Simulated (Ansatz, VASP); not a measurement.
# One calculation of ZnS, two programs

The input INCAR:

```
PREC = Accurate
ENCUT = 500
EDIFF = 1E-6
ISMEAR = 0
SIGMA = 0.02
LREAL = F
LASPH = T
NELM = 120
ALGO = Normal
ISIF = 2
LWAVE = F
LCHARG = F
NBANDS = 16
GGA_COMPAT = F
```

Contents of KPOINTS:

```
regular mesh
0
Gamma
  10 10 10
```

The input POSCAR:

```
ZnS
1.0
    0.0000000000      2.6483452481      2.6483452481
    2.6483452481      0.0000000000      2.6483452481
    2.6483452481      2.6483452481      0.0000000000
Zn S
1 1
Direct
    0.0000000000      0.0000000000      0.0000000000
    0.2500000000      0.2500000000      0.2500000000
```

Input for Ansatz:

```yaml
crystal:
  lattice:
    - [0.0, 2.6483452481, 2.6483452481]
    - [2.6483452481, 0.0, 2.6483452481]
    - [2.6483452481, 2.6483452481, 0.0]
  atoms:
    - { symbol: Zn, position: [0.0, 0.0, 0.0] }
    - { symbol: S, position: [0.25, 0.25, 0.25] }
basis:
  ecutwfc: 420
kpoints:
  mp_grid: { grid: [10, 10, 10] }
  band_path:
    path:
      - [[0.0, 0.0, 0.0], [-0.5, -0.5, 0.0], [-0.375, -0.375, 0.25]]
      - [[-0.375, 0.0, 0.375], [0.0, 0.0, 0.0], [0.0, 0.0, 0.5], [-0.5, -0.25, 0.25], [-0.5, -0.5, 0.0]]
    npoints: 10
hamiltonian:
  xc: lda
  pseudopotentials: { kind: paw, azcp: { folder: soft_1 } }
scf:
  occupations: { method: gaussian, width: 0.02 }
  n_extra_bands: 7
output:
  forces: true
  stress: true
  eigenvalues: true
```

Alike in both runs: task single point; functional LDA; k mesh 10 × 10 × 10; occupations gaussian, width 0.02 eV; no spin polarisation.

|  | VASP | Ansatz |
| --- | --- | --- |
| version | VASP 6.6.1 | Ansatz 0.2.0 |
| potentials or method | VASP PAW LDA potentials, release 64 (Zn, S), cutoff 500 eV | scalar-relativistic, plane waves, PAW |
| valence electrons in the cell | 18 | 18 |

Ansatz gave:

* gap on the k mesh at the Fermi level (eV): 2.12
* least direct gap on the mesh (eV): 2.12
* pressure (GPa): 0.0

Problem. Estimate VASP's values.

Solution. gap on the k mesh at the Fermi level (eV): 2.16; least direct gap on the mesh (eV): 2.16; pressure (GPa): 0.2.

Ansatz warns that its potentials were made for another functional, while VASP's fit it. LDA's correlation is that of Perdew and Zunger in VASP and of Perdew and Wang (1992) in Ansatz.
